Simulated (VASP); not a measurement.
# Pd (P6/mmm) in VASP: notebook

Pd is run at these levels: PBE; tasks: single point.

All numbers are computed with VASP 6.6.1; they aren't measurements. Logs are shortened: lines on timing, memory, paths and dates and some standing lists are left out, and cuts for length are marked.

## Step 1: The cell of the first run

Symmetry: P6/mmm, No. 191, hexagonal system. The conventional cell has a = 2.469 Å, b = 2.469 Å, c = 2.389 Å, α = 90.00°, β = 90.00°, γ = 120.00°. Within 3.2 Å of Pd (site symmetry 6/mmm) lie 8 Pd at 2.39 to 2.47 Å.

This isn't the form of Pd at room conditions, which is fcc.

## Step 2: Single point, PBE

File INCAR:

```
SYSTEM = Pd
PREC = Accurate ; ENCUT = 520
EDIFF = 1E-6 ; ISMEAR = -1
SIGMA = 0.05 ; LREAL = .FALSE.
LASPH = .TRUE. ; NELM = 100
ALGO = Normal ; ISIF = 2
LWAVE = .FALSE. ; LCHARG = .FALSE.
GGA = PE ; NBANDS = 11
```

File KPOINTS:

```
Automatic mesh
0
G
  18 18 16
  0 0 0
```

File POSCAR:

```
Pd
1.0
    2.4689304070      0.0000000000      0.0000000000
   -1.2344652035      2.1381564526      0.0000000000
    0.0000000000      0.0000000000      2.3887948635
Pd
1
Direct
    0.0000000000      0.0000000000      0.0000000000
```

Potentials or basis: VASP PAW PBE potentials, release 64 (Pd).

Launch:

```bash
cat potpaw_PBE.64/Pd/POTCAR > POTCAR
mpirun -np 1 vasp_std > vasp.out
```

OUTCAR:

```text
SYSTEM = Pd
   PREC = Accurate
   ENCUT = 520
   EDIFF = 1E-6
   ISMEAR = -1
   LREAL = .FALSE.
   LASPH = .TRUE.
   NELM = 100
   ISIF = 2
   GGA = PE

 ion  position               nearest neighbor table
   1  0.000  0.000  0.000-

  LATTYP: Found a hexagonal cell.
 ALAT       =     2.4689304070
 C/A-ratio  =     0.9675424049

  Lattice vectors:

 A1 = (   2.4689304070,   0.0000000000,   0.0000000000)
 A2 = (  -1.2344652035,   2.1381564526,   0.0000000000)
 A3 = (   0.0000000000,   0.0000000000,   2.3887948635)

Analysis of symmetry for initial positions (statically):
=====================================================================
 Subroutine PRICEL returns:
 Original cell was already a primitive cell.

 Routine SETGRP: Setting up the symmetry group for a
 hexagonal supercell.

 Subroutine GETGRP returns: Found 24 space group operations
 (whereof 24 operations were pure point group operations)
 out of a pool of 24 trial point group operations.

The static configuration has the point symmetry D_6h.

Analysis of symmetry for dynamics (positions and initial velocities):
=====================================================================
 Subroutine PRICEL returns:
 Original cell was already a primitive cell.

 Routine SETGRP: Setting up the symmetry group for a
 hexagonal supercell.

 Subroutine GETGRP returns: Found 24 space group operations
 (whereof 24 operations were pure point group operations)
 out of a pool of 24 trial point group operations.

The dynamic configuration has the point symmetry D_6h.

 Subroutine INISYM returns: Found 24 space group operations
 (whereof 24 operations are pure point group operations),
 and found     1 'primitive' translations

----------------------------------------------------------------------------------------

                                     Primitive cell

  volume of cell :      12.6104

  direct lattice vectors                    reciprocal lattice vectors
     2.468930407  0.000000000  0.000000000     0.405033693  0.233846312  0.000000000
    -1.234465204  2.138156453  0.000000000     0.000000000  0.467692623  0.000000000
     0.000000000  0.000000000  2.388794863     0.000000000  0.000000000  0.418621128

  length of vectors
     2.468930407  2.468930407  2.388794863     0.467692623  0.467692623  0.418621128

  position of ions in fractional coordinates (direct lattice)
     0.000000000  0.000000000  0.000000000

  ion indices of the primitive-cell ions
   primitive index   ion index
                 1           1

----------------------------------------------------------------------------------------

 KPOINTS: Automatic mesh

Automatic generation of k-mesh.
 Grid dimensions read from file:
 generate k-points for:   18   18   16

 Generating k-lattice:

  Cartesian coordinates                     Fractional coordinates (reciprocal lattice)
     0.022501872  0.012991462  0.000000000     0.055555556  0.000000000  0.000000000
     0.000000000  0.025982924  0.000000000     0.000000000  0.055555556  0.000000000
     0.000000000  0.000000000  0.026163820     0.000000000  0.000000000  0.062500000

  Length of vectors
     0.025982924  0.025982924  0.026163820

  Shift w.r.t. Gamma in fractional coordinates (k-lattice)
     0.000000000  0.000000000  0.000000000

 Subroutine IBZKPT returns following result:
 ===========================================

 Found    333 irreducible k-points:

 Following reciprocal coordinates:
            Coordinates               Weight
  0.000000  0.000000  0.000000      1.000000
  0.055556  0.000000  0.000000      6.000000
  0.111111  0.000000  0.000000      6.000000
  0.166667  0.000000  0.000000      6.000000
  0.222222 -0.000000  0.000000      6.000000
  0.277778  0.000000  0.000000      6.000000
[... 16 lines left out ...]
  0.333333  0.111111  0.000000     12.000000
  0.388889  0.111111  0.000000     12.000000
 [... further k-points ...]
   k-points           NKPTS =    333   k-points in BZ     NKDIM =    333   number of bands    NBANDS=     11
   number of dos      NEDOS =    301   number of ions     NIONS =      1
   total plane-waves  NPLWV =   5832
   dimension x,y,z NGX =    18 NGY =   18 NGZ =   18
   dimension x,y,z NGXF=    36 NGYF=   36 NGZF=   36
   ions per type =               1
   NGX,Y,Z   is equivalent  to a cutoff of  12.12, 12.12, 12.53 a.u.
   NGXF,Y,Z  is equivalent  to a cutoff of  24.24, 24.24, 25.05 a.u.
 SYSTEM =  Pd
   PREC   = accura    normal or accurate (medium, high low for compatibility)
   ISTART =      0    job   : 0-new  1-cont  2-samecut
   ICHARG =      2    charge: 1-file 2-atom 10-const
   ISPIN  =      1    spin polarized calculation?
   LNONCOLLINEAR =      F non collinear calculations
   LSORBIT =      F    spin-orbit coupling
   LASPH  =      T    aspherical Exc in radial PAW
   ENCUT  =  520.0 eV  38.22 Ry    6.18 a.u.   4.59  4.59  4.44*2*pi/ulx,y,z
   NELM   =    100;   NELMIN=  2; NELMDL= -5     # of ELM steps
   EDIFF  = 0.1E-05   stopping-criterion for ELM
   LREAL  =      F    real-space projection
   EDIFFG = 0.1E-04   stopping-criterion for IOM
   NSW    =      0    number of steps for IOM
   IBRION =     -1    ionic relax: 0-MD 1-quasi-New 2-CG
   NFREE  =      0    steps in history (QN), initial steepest desc. (CG)
   ISIF   =      2    stress and relaxation
   ISYM   =      2    0-nonsym 1-usesym 2-fastsym
   POTIM  = 0.5000    time-step for ionic-motion
   TEBEG  =    0.0;   TEEND  =   0.0 temperature during run
   PSTRESS=    0.0 pullay stress
   NELECT =      10.0000    total number of electrons
   NUPDOWN=      -1.0000    fix difference up-down
   EMIN   =  10.00;   EMAX   =-10.00  energy-range for DOS
   EFERMI =   0.00;   METHOD = LEGACY
   ISMEAR =    -1;   SIGMA  =   0.05  broadening in eV -4-tet -1-fermi 0-gaus
   EFERMI_NEDOS =   21; number of points for ismear=-14 and -15
   IALGO  =     38    algorithm
   IMIX   =      4    mixing-type and parameters
     AMIX     =   0.40;   BMIX     =  1.00
     AMIX_MAG =   1.60;   BMIX_MAG =  1.00
  volume/ion in A,a.u.               =      12.61        85.10
  Fermi-wavevector in a.u.,A,eV,Ry     =   1.515302  2.863505 31.240870  2.296139
  Thomas-Fermi vector in A             =   2.624844
   LORBIT       =      0    0 simple, 1 ext, 2 COOP (PROOUT), +10 PAW based schemes
   GGA     = PE    functional components
   LHFCALC =     F    Hartree Fock is set to
   AEXX    =    0.0000 exact exchange contribution
   IVDW    =     0    specifies the selected vdW correction
   LEPSILON=     F    determine dielectric tensor
   LRPA    =     F    only Hartree local field effects (RPA)
 non-spin polarized calculation
  energy-cutoff  :      520.00
  volume of cell :       12.61
 maximum number of plane-waves:       352
   NGX =  9   NGY =  9   NGZ =  9

 number of electron      10.0000000 magnetization

 number of electron       9.9999997 magnetization

 Free energy of the ion-electron system (eV)
  ---------------------------------------------------
  ext. energy  EPLUGINS =         0.00000000
  ---------------------------------------------------
  free energy    TOTEN  =        -4.21676526 eV

  energy without entropy =       -4.20917711  energy(sigma->0) =       -4.21297118

 E-fermi :  12.9151     XC(G=0): -14.1063

 val. band max:       12.9111445090   @ k =   0.1667   0.0000   0.0000
 cond. band min:      12.9204170164   @ k =   0.4444   0.0556   0.3750
 fundamental gap:      0.0092725074
 Fermi energy:        12.9151317063

 k-point     1 :       0.0000    0.0000    0.0000
  band No.  band energies     occupation
      1       4.3857      2.00000
      2       5.9999      2.00000
      3       8.9669      2.00000
      4       8.9669      2.00000
      5      13.0580      0.10850
      6      13.0580      0.10850
      7      30.3573      0.00000
      8      30.6351      0.00000
      9      38.1680      0.00000
     10      38.3263      0.00000
     11      38.3263      0.00000

 k-point     2 :       0.0556    0.0000    0.0000
  band No.  band energies     occupation
      1       4.5222      2.00000
      2       6.0483      2.00000
      3       8.8792      2.00000
      4       9.0720      2.00000
      5      12.9560      0.61235
      6      13.0401      0.15173
      7      30.5442      0.00000
      8      30.8761      0.00000
      9      37.1634      0.00000
     10      37.8539      0.00000
     11      38.2988      0.00000

 k-point     3 :       0.1111    0.0000    0.0000
  band No.  band energies     occupation
      1       4.9083      2.00000
      2       6.1911      2.00000
      3       8.6563      2.00000
      4       9.3816      2.00000
      5      12.6729      1.98438
      6      12.9889      0.37233
      7      30.9544      0.00000
      8      31.5698      0.00000
      9      35.4214      0.00000
     10      36.7497      0.00000
     11      38.3002      0.00000

 k-point     4 :       0.1667    0.0000    0.0000
  band No.  band energies     occupation
      1       5.4569      2.00000
      2       6.4086      2.00000
      3       8.4362      2.00000
      4       9.8779      2.00000
      5      12.2659      2.00000
      6      12.9111      1.03985
      7      30.8588      0.00000
      8      32.6368      0.00000
      9      34.2561      0.00000
     10      35.4051      0.00000
     11      38.3105      0.00000

 k-point     5 :       0.2222   -0.0000    0.0000
  band No.  band energies     occupation
      1       5.9830      2.00000
      2       6.5933      2.00000
      3       8.5344      2.00000
      4      10.5284      2.00000
      5      11.8036      2.00000
      6      12.8171      1.75325
      7      29.4339      0.00000
      8      33.9619      0.00000
      9      33.9992      0.00000
     10      34.3905      0.00000
     11      38.3309      0.00000
[... 211 lines left out ...]
 k-point    21 :       0.2222    0.1111    0.0000
  band No.  band energies     occupation
      1       6.6484      2.00000
      2       6.8779      2.00000
      3       8.4662      2.00000
      4      11.3077      2.00000
      5      12.0934      2.00000
      6      12.5751      1.99777
      7      27.5643      0.00000
      8      30.0430      0.00000
      9      36.0056      0.00000
     10      36.2325      0.00000
     11      38.3137      0.00000

 k-point    22 :       0.2778    0.1111    0.0000
  band No.  band energies     occupation
      1       6.5078      2.00000
      2       7.0265      2.00000
      3       9.4223      2.00000
      4      10.9671      2.00000
      5      12.4508      1.99981
      6      13.1699      0.01219
      7      25.4821      0.00000
      8      29.1078      0.00000
      9      35.3401      0.00000
     10      37.4169      0.00000
     11      38.2923      0.00000

 k-point    23 :       0.3333    0.1111    0.0000
  band No.  band energies     occupation
      1       6.2404      2.00000
      2       7.2600      2.00000
      3      10.4053      2.00000
      4      10.7031      2.00000
      5      12.3505      1.99998
      6      14.2715      0.00000
      7      23.5665      0.00000
      8      28.2537      0.00000
      9      34.6652      0.00000
     10      38.2738      0.00000
     11      38.5311      0.00000

 k-point    24 :       0.3889    0.1111    0.0000
  band No.  band energies     occupation
      1       6.0609      2.00000
      2       7.4168      2.00000
      3      10.5366      2.00000
      4      11.1515      2.00000
      5      12.2855      1.99999
      6      15.2374      0.00000
      7      22.0547      0.00000
      8      27.6412      0.00000
      9      34.2649      0.00000
     10      38.2572      0.00000
     11      39.1606      0.00000

 [... further k-points ...]

------------------------ aborting loop because EDIFF is reached ----------------------------------------

  FORCE on cell =-STRESS in cart. coord.  units (eV):
  Direction    XX          YY          ZZ          XY          YZ          ZX
  --------------------------------------------------------------------------------------
  -------------------------------------------------------------------------------------
  Total        6.3842626      6.3842626      6.3571842     -0.0000000      0.0000000      0.0000000
  in kB      811.1368606    811.1368606    807.6964803     -0.0000000      0.0000000      0.0000000
  external PRESSURE =     809.9900671 kB  Pullay stress =       0.0000000 kB

 VOLUME and BASIS-vectors are now :
 -----------------------------------------------------------------------------
  energy-cutoff  :      520.00
  volume of cell :       12.61
      direct lattice vectors                 reciprocal lattice vectors
     2.468930407  0.000000000  0.000000000     0.405033693  0.233846312  0.000000000
    -1.234465204  2.138156453  0.000000000     0.000000000  0.467692623  0.000000000
     0.000000000  0.000000000  2.388794863     0.000000000  0.000000000  0.418621128

 POSITION                                       TOTAL-FORCE (eV/Angst)
 -----------------------------------------------------------------------------------
      0.00000      0.00000      0.00000         0.000000      0.000000      0.000000
 -----------------------------------------------------------------------------------
    total drift:                                0.000000      0.000000      0.000000

  FREE ENERGIE OF THE ION-ELECTRON SYSTEM (eV)
  ---------------------------------------------------
  free  energy   TOTEN  =        -4.2167652632 eV

  energy  without entropy=       -4.2091771052  energy(sigma->0) =       -4.21297118
```

Run time: 41 s. Hardware: 1 thread of Intel Xeon 8259CL, shared host; peak memory 0.15 GiB.

What came out:

| Property | Result |
| --- | --- |
| Free energy | -4.2168 eV |
| Pressure | 81.0 GPa |
| Band gap on the k mesh | zero (bands 5 and 6 overlap by 3.34 eV) |

Caveat: the cell stands under pressure.

## Step 3: Single point, PBE

File INCAR:

```
ALGO     = Normal         # electronic algorithm
EDIFF    = 1E-6           # SCF threshold, eV
ENCUT    = 520            # plane-wave cutoff, eV
GGA      = PE             # functional
ISIF     = 2              # what is computed and relaxed
ISMEAR   = -1             # smearing method
LASPH    = True           # aspherical terms in the spheres
LCHARG   = True           # write CHGCAR
LELF     = True           # ELF
LREAL    = False          # projectors in reciprocal space
LVHAR    = True         
LWAVE    = False          # write WAVECAR
NBANDS   = 11             # bands
NELM     = 80             # most SCF steps
PREC     = Accurate       # precision mode
SIGMA    = 0.05           # smearing width, eV
```

File KPOINTS:

```
k-points
0
Gamma
  18 18 16
```

File POSCAR:

```
Pd
1.0
    2.4690791729      0.0000000000      0.0000000000
   -1.2345395865      2.1382852877      0.0000000000
    0.0000000000      0.0000000000      2.3893028018
Pd
1
Direct
    0.0000000000      0.0000000000      0.0000000000
```

Potentials or basis: VASP PAW PBE potentials, release 64 (Pd).

Launch:

```bash
cat potpaw_PBE.64/Pd/POTCAR > POTCAR
mpirun -np 1 vasp_std > vasp.out
```

OUTCAR:

```text
EDIFF = 1E-6
   ENCUT = 520
   GGA = PE
   ISIF = 2
   ISMEAR = -1
   LASPH = True
   LREAL = False
   NELM = 80
   PREC = Accurate

 ion  position               nearest neighbor table
   1  0.000  0.000  0.000-

  LATTYP: Found a hexagonal cell.
 ALAT       =     2.4690791729
 C/A-ratio  =     0.9676898287

  Lattice vectors:

 A1 = (   2.4690791729,   0.0000000000,   0.0000000000)
 A2 = (  -1.2345395865,   2.1382852877,   0.0000000000)
[... 516 lines left out ...]
     11      39.1467      0.00000

 [... further k-points ...]

------------------------ aborting loop because EDIFF is reached ----------------------------------------

  FORCE on cell =-STRESS in cart. coord.  units (eV):
  Direction    XX          YY          ZZ          XY          YZ          ZX
  --------------------------------------------------------------------------------------
  -------------------------------------------------------------------------------------
  Total        6.3767348      6.3767348      6.3394890     -0.0000000      0.0000000      0.0000000
  in kB      809.9106015    809.9106015    805.1800018     -0.0000000      0.0000000      0.0000000
  external PRESSURE =     808.3337349 kB  Pullay stress =       0.0000000 kB

 VOLUME and BASIS-vectors are now :
 -----------------------------------------------------------------------------
  energy-cutoff  :      520.00
  volume of cell :       12.61
      direct lattice vectors                 reciprocal lattice vectors
     2.469079173  0.000000000  0.000000000     0.405009289  0.233832222  0.000000000
    -1.234539586  2.138285288  0.000000000     0.000000000  0.467664444  0.000000000
     0.000000000  0.000000000  2.389302802     0.000000000  0.000000000  0.418532134

 POSITION                                       TOTAL-FORCE (eV/Angst)
 -----------------------------------------------------------------------------------
      0.00000      0.00000      0.00000         0.000000      0.000000      0.000000
 -----------------------------------------------------------------------------------
    total drift:                                0.000000      0.000000      0.000000

  FREE ENERGIE OF THE ION-ELECTRON SYSTEM (eV)
  ---------------------------------------------------
  free  energy   TOTEN  =        -4.2188855255 eV

  energy  without entropy=       -4.2112953963  energy(sigma->0) =       -4.21509046
```

It took 34 s on 1 thread of Intel Xeon 8259CL, shared host; peak memory 0.16 GiB.

What came out:

```
Free energy            : -4.2189 eV
Pressure               : 80.8 GPa
Band gap on the k mesh : zero (bands 5 and 6 overlap by 3.33 eV)
```

Stress tensor (GPa, compression positive):
```
80.99  0.00  0.00
 0.00 80.99  0.00
 0.00  0.00 80.52
```

Caveat: the cell stands under pressure.
